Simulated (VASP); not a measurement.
# NaH (Fm-3m) in VASP: notebook

The runs below take NaH through single point, with PBEsol, PBE.

All numbers are computed with VASP 6.6.1; they aren't measurements. Logs are shortened: lines on timing, memory, paths and dates and some standing lists are left out, and cuts for length are marked.

## 1. The cell of the first run

It takes space group Fm-3m (No. 225, cubic). The conventional cell has a = 4.944 Å, b = 4.944 Å, c = 4.944 Å, α = 90.00°, β = 90.00°, γ = 90.00°. Na (site symmetry m-3m) has 6 H at 2.47 Å within 3.3 Å. H (site symmetry m-3m) has 6 Na at 2.47 Å within 3.3 Å.

## 2. Single point, PBEsol (15.11 Å³/atom)

File INCAR:

```
SYSTEM = NaH
  PREC = Accurate
  ENCUT = 520
  EDIFF = 1E-6
  ISMEAR = -1
  SIGMA = 0.03
  LREAL = .False.
  LASPH = .True.
  NELM = 100
  ALGO = Normal
  ISIF = 2
  LWAVE = .False.
  LCHARG = .False.
  GGA = PS
  NBANDS = 11
```

File KPOINTS:

```
Automatic mesh
0
Gamma
  9 9 9
  0 0 0
```

File POSCAR:

```
NaH
1.0
    0.0000000000      2.4721089453      2.4721089453
    2.4721089453      0.0000000000      2.4721089453
    2.4721089453      2.4721089453      0.0000000000
Na H
1 1
Direct
    0.0000000000      0.0000000000      0.0000000000
    0.5000000000      0.5000000000      0.5000000000
```

Potentials or basis: VASP PAW PBE potentials, release 64 (Na_pv, H).

Started as:

```
> cat potpaw_PBE.64/Na_pv/POTCAR potpaw_PBE.64/H/POTCAR > POTCAR
> mpirun -np 1 vasp_std > vasp.out
```

OUTCAR:

```text
SYSTEM = NaH
   PREC = Accurate
   ENCUT = 520
   EDIFF = 1E-6
   ISMEAR = -1
   LREAL = .False.
   LASPH = .True.
   NELM = 100
   ISIF = 2
   GGA = PS

 ion  position               nearest neighbor table
   1  0.000  0.000  0.000-
   2  0.500  0.500  0.500-

  LATTYP: Found a face centered cubic cell.
 ALAT       =     4.9442178906

  Lattice vectors:

 A1 = (   0.0000000000,   2.4721089453,   2.4721089453)
 A2 = (   2.4721089453,   0.0000000000,   2.4721089453)
 A3 = (   2.4721089453,   2.4721089453,   0.0000000000)

Analysis of symmetry for initial positions (statically):
=====================================================================
 Subroutine PRICEL returns:
 Original cell was already a primitive cell.

 Routine SETGRP: Setting up the symmetry group for a
 face centered cubic supercell.

 Subroutine GETGRP returns: Found 48 space group operations
 (whereof 48 operations were pure point group operations)
 out of a pool of 48 trial point group operations.

The static configuration has the point symmetry O_h .

Analysis of symmetry for dynamics (positions and initial velocities):
=====================================================================
 Subroutine PRICEL returns:
 Original cell was already a primitive cell.

 Routine SETGRP: Setting up the symmetry group for a
 face centered cubic supercell.

 Subroutine GETGRP returns: Found 48 space group operations
 (whereof 48 operations were pure point group operations)
 out of a pool of 48 trial point group operations.

The dynamic configuration has the point symmetry O_h .

 Subroutine INISYM returns: Found 48 space group operations
 (whereof 48 operations are pure point group operations),
 and found     1 'primitive' translations

----------------------------------------------------------------------------------------

                                     Primitive cell

  volume of cell :      30.2157

  direct lattice vectors                    reciprocal lattice vectors
     0.000000000  2.472108945  2.472108945    -0.202256458  0.202256458  0.202256458
     2.472108945  0.000000000  2.472108945     0.202256458 -0.202256458  0.202256458
     2.472108945  2.472108945  0.000000000     0.202256458  0.202256458 -0.202256458

  length of vectors
     3.496089998  3.496089998  3.496089998     0.350318462  0.350318462  0.350318462

  position of ions in fractional coordinates (direct lattice)
     0.000000000  0.000000000  0.000000000
     0.500000000  0.500000000  0.500000000

  ion indices of the primitive-cell ions
   primitive index   ion index
                 1           1
                 2           2

----------------------------------------------------------------------------------------

 KPOINTS: Automatic mesh

Automatic generation of k-mesh.
 Grid dimensions read from file:
 generate k-points for:    9    9    9

 Generating k-lattice:

  Cartesian coordinates                     Fractional coordinates (reciprocal lattice)
    -0.022472940  0.022472940  0.022472940     0.111111111  0.000000000  0.000000000
     0.022472940 -0.022472940  0.022472940     0.000000000  0.111111111  0.000000000
     0.022472940  0.022472940 -0.022472940     0.000000000  0.000000000  0.111111111

  Length of vectors
     0.038924274  0.038924274  0.038924274

  Shift w.r.t. Gamma in fractional coordinates (k-lattice)
     0.000000000  0.000000000  0.000000000

 Subroutine IBZKPT returns following result:
 ===========================================

 Found     35 irreducible k-points:

 Following reciprocal coordinates:
            Coordinates               Weight
  0.000000  0.000000  0.000000      1.000000
  0.111111  0.000000  0.000000      8.000000
  0.222222  0.000000  0.000000      8.000000
  0.333333  0.000000  0.000000      8.000000
  0.444444  0.000000  0.000000      8.000000
  0.111111  0.111111  0.000000      6.000000
[... 16 lines left out ...]
 -0.333333  0.333333  0.000000     12.000000
  0.444444  0.444444  0.000000      6.000000
 [... further k-points ...]
   k-points           NKPTS =     35   k-points in BZ     NKDIM =     35   number of bands    NBANDS=     11
   number of dos      NEDOS =    301   number of ions     NIONS =      2
   total plane-waves  NPLWV =  21952
   dimension x,y,z NGX =    28 NGY =   28 NGZ =   28
   dimension x,y,z NGXF=    56 NGYF=   56 NGZF=   56
   ions per type =               1   1
   NGX,Y,Z   is equivalent  to a cutoff of  13.31, 13.31, 13.31 a.u.
   NGXF,Y,Z  is equivalent  to a cutoff of  26.63, 26.63, 26.63 a.u.
 SYSTEM =  NaH
   PREC   = accura    normal or accurate (medium, high low for compatibility)
   ISTART =      0    job   : 0-new  1-cont  2-samecut
   ICHARG =      2    charge: 1-file 2-atom 10-const
   ISPIN  =      1    spin polarized calculation?
   LNONCOLLINEAR =      F non collinear calculations
   LSORBIT =      F    spin-orbit coupling
   LASPH  =      T    aspherical Exc in radial PAW
   ENCUT  =  520.0 eV  38.22 Ry    6.18 a.u.   6.50  6.50  6.50*2*pi/ulx,y,z
   NELM   =    100;   NELMIN=  2; NELMDL= -5     # of ELM steps
   EDIFF  = 0.1E-05   stopping-criterion for ELM
   LREAL  =      F    real-space projection
   EDIFFG = 0.1E-04   stopping-criterion for IOM
   NSW    =      0    number of steps for IOM
   IBRION =     -1    ionic relax: 0-MD 1-quasi-New 2-CG
   NFREE  =      0    steps in history (QN), initial steepest desc. (CG)
   ISIF   =      2    stress and relaxation
   ISYM   =      2    0-nonsym 1-usesym 2-fastsym
   POTIM  = 0.5000    time-step for ionic-motion
   TEBEG  =    0.0;   TEEND  =   0.0 temperature during run
   PSTRESS=    0.0 pullay stress
   NELECT =       8.0000    total number of electrons
   NUPDOWN=      -1.0000    fix difference up-down
   EMIN   =  10.00;   EMAX   =-10.00  energy-range for DOS
   EFERMI =   0.00;   METHOD = LEGACY
   ISMEAR =    -1;   SIGMA  =   0.03  broadening in eV -4-tet -1-fermi 0-gaus
   EFERMI_NEDOS =   21; number of points for ismear=-14 and -15
   IALGO  =     38    algorithm
   IMIX   =      4    mixing-type and parameters
     AMIX     =   0.40;   BMIX     =  1.00
     AMIX_MAG =   1.60;   BMIX_MAG =  1.00
  volume/ion in A,a.u.               =      15.11       101.95
  Fermi-wavevector in a.u.,A,eV,Ry     =   1.051221  1.986519 15.035320  1.105065
  Thomas-Fermi vector in A             =   2.186255
   LORBIT       =      0    0 simple, 1 ext, 2 COOP (PROOUT), +10 PAW based schemes
   GGA     = PS    functional components
   LHFCALC =     F    Hartree Fock is set to
   AEXX    =    0.0000 exact exchange contribution
   IVDW    =     0    specifies the selected vdW correction
   LEPSILON=     F    determine dielectric tensor
   LRPA    =     F    only Hartree local field effects (RPA)
 non-spin polarized calculation
  energy-cutoff  :      520.00
  volume of cell :       30.22
 maximum number of plane-waves:       869
 NGX is ok and might be reduce to    28
   NGX = 13   NGY = 13   NGZ = 13

 number of electron       8.0000004 magnetization

 Free energy of the ion-electron system (eV)
  ---------------------------------------------------
  ext. energy  EPLUGINS =         0.00000000
  ---------------------------------------------------
  free energy    TOTEN  =        -5.06953760 eV

  energy without entropy =       -5.06953760  energy(sigma->0) =       -5.06953760

 E-fermi :  -0.6725     XC(G=0):  -7.6589

 val. band max:       -1.3652086491   @ k =  -0.3333   0.4444   0.1111
 cond. band min:       2.3881846048   @ k =  -0.4444   0.1111   0.0000
 fundamental gap:      3.7533932538
 Fermi energy:        -0.6724670713

 k-point     1 :       0.0000    0.0000    0.0000
  band No.  band energies     occupation
      1     -23.4216      2.00000
      2     -23.4216      2.00000
      3     -23.4216      2.00000
      4      -4.8318      2.00000
      5       8.5246      0.00000
      6      13.5977      0.00000
      7      13.5977      0.00000
      8      13.5977      0.00000
      9      14.3850      0.00000
     10      14.3850      0.00000
     11      14.3850      0.00000

 k-point     2 :       0.1111    0.0000    0.0000
  band No.  band energies     occupation
      1     -23.4306      2.00000
      2     -23.4227      2.00000
      3     -23.4227      2.00000
      4      -4.6284      2.00000
      5       7.8751      0.00000
      6      11.2936      0.00000
      7      12.9039      0.00000
      8      12.9039      0.00000
      9      15.2604      0.00000
     10      15.2604      0.00000
     11      15.2978      0.00000

 k-point     3 :       0.2222    0.0000    0.0000
  band No.  band energies     occupation
      1     -23.4532      2.00000
      2     -23.4254      2.00000
      3     -23.4254      2.00000
      4      -4.0414      2.00000
      5       6.0456      0.00000
      6       9.8146      0.00000
      7      12.2003      0.00000
      8      12.2003      0.00000
      9      15.4931      0.00000
     10      15.4931      0.00000
     11      16.3226      0.00000

 k-point     4 :       0.3333    0.0000    0.0000
  band No.  band energies     occupation
      1     -23.4787      2.00000
      2     -23.4286      2.00000
      3     -23.4286      2.00000
      4      -3.1651      2.00000
      5       3.9301      0.00000
      6       9.1649      0.00000
      7      11.7501      0.00000
      8      11.7501      0.00000
      9      14.7218      0.00000
     10      14.7218      0.00000
     11      16.7916      0.00000
[... 239 lines left out ...]
 k-point    22 :      -0.4444    0.3333    0.0000
  band No.  band energies     occupation
      1     -23.4811      2.00000
      2     -23.4585      2.00000
      3     -23.4425      2.00000
      4      -1.5286      2.00000
      5       3.4873      0.00000
      6       5.2310      0.00000
      7       9.3108      0.00000
      8       9.7946      0.00000
      9      14.0427      0.00000
     10      19.1734      0.00000
     11      19.7273      0.00000

 k-point    23 :      -0.3333    0.3333    0.0000
  band No.  band energies     occupation
      1     -23.4717      2.00000
      2     -23.4696      2.00000
      3     -23.4384      2.00000
      4      -1.5693      2.00000
      5       4.0082      0.00000
      6       4.1843      0.00000
      7       9.8296      0.00000
      8      10.3248      0.00000
      9      16.1449      0.00000
     10      18.9846      0.00000
     11      19.3408      0.00000

 k-point    24 :       0.4444    0.4444    0.0000
  band No.  band energies     occupation
      1     -23.4879      2.00000
      2     -23.4469      2.00000
      3     -23.4469      2.00000
      4      -1.6531      2.00000
      5       3.2011      0.00000
      6       8.2995      0.00000
      7       8.8501      0.00000
      8       8.8501      0.00000
      9       9.8770      0.00000
     10      20.9469      0.00000
     11      22.8189      0.00000

 [... further k-points ...]

------------------------ aborting loop because EDIFF is reached ----------------------------------------

  FORCE on cell =-STRESS in cart. coord.  units (eV):
  Direction    XX          YY          ZZ          XY          YZ          ZX
  --------------------------------------------------------------------------------------
  -------------------------------------------------------------------------------------
  Total       -0.3628445     -0.3628445     -0.3628445      0.0000000      0.0000000      0.0000000
  in kB      -19.2397011    -19.2397011    -19.2397011      0.0000000      0.0000000      0.0000000
  external PRESSURE =     -19.2397011 kB  Pullay stress =       0.0000000 kB

 VOLUME and BASIS-vectors are now :
 -----------------------------------------------------------------------------
  energy-cutoff  :      520.00
  volume of cell :       30.22
      direct lattice vectors                 reciprocal lattice vectors
     0.000000000  2.472108945  2.472108945    -0.202256458  0.202256458  0.202256458
     2.472108945  0.000000000  2.472108945     0.202256458 -0.202256458  0.202256458
     2.472108945  2.472108945  0.000000000     0.202256458  0.202256458 -0.202256458

 POSITION                                       TOTAL-FORCE (eV/Angst)
 -----------------------------------------------------------------------------------
      0.00000      0.00000      0.00000        -0.000000      0.000000     -0.000000
      2.47211      2.47211      2.47211         0.000000      0.000000      0.000000
 -----------------------------------------------------------------------------------
    total drift:                               -0.000000     -0.000000     -0.000000

  FREE ENERGIE OF THE ION-ELECTRON SYSTEM (eV)
  ---------------------------------------------------
  free  energy   TOTEN  =        -5.0695375998 eV

  energy  without entropy=       -5.0695375998  energy(sigma->0) =       -5.06953760
```

Run time: 12 s. Hardware: 1 thread of Intel Xeon Platinum 8488C (Sapphire Rapids), shared host; peak memory 0.15 GiB.

Results:

```yaml
Free_energy: -5.0695 eV
Pressure: -1.9 GPa
Band_gap_on_the_k_mesh: 3.75 eV (least direct gap 4.46 eV)
```

Levels at points of the mesh, in eV from the valence-band top:
| k point | band 1 | band 2 | band 3 | band 4 | band 5 | band 6 | band 7 | band 8 | band 9 |
| --- | --- | --- | --- | --- | --- | --- | --- | --- | --- |
| (0.00, 0.00, 0.00) | -22.06 | -22.06 | -22.06 | -3.47 | 9.89 | 14.96 | 14.96 | 14.96 | 15.75 |

Caveat: the PAW data sets were made with another functional, which shifts forces and pressure a little; an odd mesh through Γ misses points on the zone boundary, where band edges can lie.

## 3. Single point, PBE

This run uses another cell than the first one, of 14.53 Å³/atom.

File INCAR:

```
SYSTEM = NaH
PREC = Accurate
ENCUT = 520
EDIFF = 1E-6
ISMEAR = -1
SIGMA = 0.03
LREAL = .FALSE.
LASPH = .TRUE.
NELM = 60
ALGO = Normal
ISIF = 2
LWAVE = .FALSE.
LCHARG = .FALSE.
GGA = PE
NBANDS = 11
```

File KPOINTS:

```
Automatic mesh
0
G
  9 9 9
  0 0 0
```

File POSCAR:

```
NaH
1.0
    0.0000000000      2.4400000000      2.4400000000
    2.4400000000      0.0000000000      2.4400000000
    2.4400000000      2.4400000000      0.0000000000
Na H
1 1
Direct
    0.0000000000      0.0000000000      0.0000000000
    0.5000000000      0.5000000000      0.5000000000
```

Potentials or basis: VASP PAW PBE potentials, release 64 (Na_pv, H).

Started as:

```
> cat potpaw_PBE.64/Na_pv/POTCAR potpaw_PBE.64/H/POTCAR > POTCAR
> mpirun -np 1 vasp_std > vasp.out
```

OUTCAR:

```text
SYSTEM = NaH
   PREC = Accurate
   ENCUT = 520
   EDIFF = 1E-6
   ISMEAR = -1
   LREAL = .FALSE.
   LASPH = .TRUE.
   NELM = 60
   ISIF = 2
   GGA = PE

 ion  position               nearest neighbor table
   1  0.000  0.000  0.000-
   2  0.500  0.500  0.500-

  LATTYP: Found a face centered cubic cell.
 ALAT       =     4.8800000000

  Lattice vectors:

 A1 = (   0.0000000000,   2.4400000000,   2.4400000000)
 A2 = (   2.4400000000,   0.0000000000,   2.4400000000)
[... 519 lines left out ...]
 [... further k-points ...]

------------------------ aborting loop because EDIFF is reached ----------------------------------------

  FORCE on cell =-STRESS in cart. coord.  units (eV):
  Direction    XX          YY          ZZ          XY          YZ          ZX
  --------------------------------------------------------------------------------------
  -------------------------------------------------------------------------------------
  Total       -0.1242756     -0.1242756     -0.1242756     -0.0000000     -0.0000000      0.0000000
  in kB       -6.8532550     -6.8532550     -6.8532550     -0.0000000     -0.0000000      0.0000000
  external PRESSURE =      -6.8532550 kB  Pullay stress =       0.0000000 kB

 VOLUME and BASIS-vectors are now :
 -----------------------------------------------------------------------------
  energy-cutoff  :      520.00
  volume of cell :       29.05
      direct lattice vectors                 reciprocal lattice vectors
     0.000000000  2.440000000  2.440000000    -0.204918033  0.204918033  0.204918033
     2.440000000  0.000000000  2.440000000     0.204918033 -0.204918033  0.204918033
     2.440000000  2.440000000  0.000000000     0.204918033  0.204918033 -0.204918033

 POSITION                                       TOTAL-FORCE (eV/Angst)
 -----------------------------------------------------------------------------------
      0.00000      0.00000      0.00000        -0.000000     -0.000000     -0.000000
      2.44000      2.44000      2.44000         0.000000      0.000000      0.000000
 -----------------------------------------------------------------------------------
    total drift:                               -0.000000     -0.000000     -0.000000

  FREE ENERGIE OF THE ION-ELECTRON SYSTEM (eV)
  ---------------------------------------------------
  free  energy   TOTEN  =        -5.0860482565 eV

  energy  without entropy=       -5.0860482565  energy(sigma->0) =       -5.08604826
```

OSZICAR:

```text
N       E                     dE             d eps       ncg     rms          rms(c)
DAV:   1     0.392950990625E+02    0.39295E+02   -0.45568E+03   782   0.733E+02
DAV:   2    -0.413680433568E+01   -0.43432E+02   -0.42857E+02   788   0.196E+02
DAV:   3    -0.550196866904E+01   -0.13652E+01   -0.13634E+01   929   0.334E+01
DAV:   4    -0.551119476858E+01   -0.92261E-02   -0.92253E-02   891   0.281E+00
DAV:   5    -0.551127891145E+01   -0.84143E-04   -0.84141E-04   898   0.274E-01    0.317E+00
DAV:   6    -0.517163966780E+01    0.33964E+00   -0.33552E-01   907   0.272E+00    0.146E+00
DAV:   7    -0.508118477056E+01    0.90455E-01   -0.32489E-01   872   0.210E+00    0.355E-01
DAV:   8    -0.508614895603E+01   -0.49642E-02   -0.10408E-02   842   0.943E-01    0.696E-02
DAV:   9    -0.508605825317E+01    0.90703E-04   -0.12077E-03   922   0.359E-01    0.229E-02
DAV:  10    -0.508604500921E+01    0.13244E-04   -0.65767E-05   873   0.504E-02    0.446E-03
DAV:  11    -0.508604850227E+01   -0.34931E-05   -0.64468E-06   877   0.113E-02    0.317E-03
DAV:  12    -0.508604825650E+01    0.24578E-06   -0.22719E-07   541   0.321E-03
   1 F= -.50860483E+01 E0= -.50860483E+01  d E =-.429800E-10
```

stdout:

```text
POSCAR found type information on POSCAR NaH
 POSCAR found :  2 types and       2 ions
 scaLAPACK will be used
 LDA part: xc-table for (Slater+PW92), standard interpolation
 POSCAR, INCAR and KPOINTS ok, starting setup
 FFT: planning ... GRIDC
 FFT: planning ... GRID_SOFT
 FFT: planning ... GRID
 WAVECAR not read
 entering main loop
```

Wall time 10 s (1 thread of Intel Xeon Platinum 8488C (Sapphire Rapids), shared host); peak memory 0.14 GiB.

What came out:

| Property | Result |
| --- | --- |
| Free energy | -5.0860 eV |
| Pressure | -0.7 GPa |
| Band gap on the k mesh | 4.01 eV (least direct gap 4.70 eV) |

Levels at points of the mesh, in eV from the valence-band top:
```tsv
k point	band 2	band 3	band 4	band 5	band 6	band 7
(0.00, 0.00, 0.00)	-22.09	-22.09	-3.47	10.23	15.45	15.45
```

Caveat: an odd mesh through Γ misses points on the zone boundary, where band edges can lie.
